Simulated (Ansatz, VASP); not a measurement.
# Two plane-wave programs on MgO

INCAR

```
SYSTEM = MgO
PREC = Accurate
ENCUT = 600
EDIFF = 1E-6
ISMEAR = 0
SIGMA = 0.1
LREAL = .False.
LASPH = .True.
NELM = 120
ALGO = Normal
ISIF = 2
LWAVE = .False.
LCHARG = .True.
GGA = PS
LELF = .True.
LVHAR = .True.
NBANDS = 11
GGA_COMPAT = .False.
```

Contents of KPOINTS:

```
regular mesh
0
Gamma
  8 8 8
  0 0 0
```

File POSCAR:

```
MgO
1.0
    0.0000000000      2.1060000000      2.1060000000
    2.1060000000      0.0000000000      2.1060000000
    2.1060000000      2.1060000000      0.0000000000
Mg O
1 1
Direct
    0.0000000000      0.0000000000      0.0000000000
    0.5000000000      0.5000000000      0.5000000000
```

Input for Ansatz:

```yaml
crystal:
  lattice:
    - [0.0, 2.106, 2.106]
    - [2.106, 0.0, 2.106]
    - [2.106, 2.106, 0.0]
  atoms:
    - { symbol: Mg, position: [0.0, 0.0, 0.0] }
    - { symbol: O, position: [0.5, 0.5, 0.5] }
basis:
  ecutwfc: 420
kpoints:
  mp_grid: { grid: [8, 8, 8] }
hamiltonian:
  xc: pbesol
  pseudopotentials: { kind: paw, azcp: { folder: soft_1 } }
scf:
  occupations: { method: gaussian, width: 0.1 }
output:
  forces: true
  stress: true
  eigenvalues: true
```

Alike in both runs: task single point; functional PBEsol; k mesh 8 × 8 × 8; occupations gaussian, width 0.1 eV; no spin polarisation.

|  | VASP | Ansatz |
| --- | --- | --- |
| version | VASP 6.6.1 | Ansatz 0.2.0 |
| potentials or method | VASP PAW PBE potentials, release 64 (Mg, O), cutoff 600 eV | scalar-relativistic, plane waves, PAW |
| valence electrons in the cell | 8 | 16 |

Ansatz gave:

```
gap on the k mesh at the Fermi level (eV) : 4.64
least direct gap on the mesh (eV)         : 4.64
pressure (GPa)                            : 0.3
```

Estimate VASP's values.

gap on the k mesh at the Fermi level (eV): 4.64; least direct gap on the mesh (eV): 4.64; pressure (GPa): -0.5.

VASP's potentials were made for PBE, not for PBEsol, and Ansatz warns of the same on its side. VASP's potentials hold 8 valence electrons a cell and Ansatz's 16, so a difference there can come from the potentials and not from the codes.
